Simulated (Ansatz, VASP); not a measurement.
## One calculation of Te, two programs

```
Te
1.0
     4.45400    0.00000    0.00000
    -2.22700    3.85728    0.00000
     0.00000    0.00000    5.92400
Te
3
Direct
  0.73100 0.73100 0.00000
  0.00000 0.26900 0.66667
  0.26900 0.00000 0.33333
```

Alike in both runs: task relaxation of the atoms; functional PBE; k mesh 6 × 6 × 4; occupations fermi-dirac, width 0.05 eV; no spin polarisation.

|  | VASP | Ansatz |
| --- | --- | --- |
| version | VASP 6.6.1 | Ansatz 0.2.0 |
| potentials or method | VASP PAW PBE potentials, release 64 (Te) | Ansatz PAW |
| plane-wave cutoff (eV) | 520 | 420 |
| valence electrons in the cell | 18 | 48 |

```tsv
	VASP	Ansatz	Ansatz less VASP
gap on the k mesh at the Fermi level, each at its own relaxed structure (eV)	0.17	0.19	+0.018
```

VASP's potentials hold 18 valence electrons a cell and Ansatz's 48, so a difference there can come from the potentials and not from the codes.

Spin-orbit coupling is off throughout.
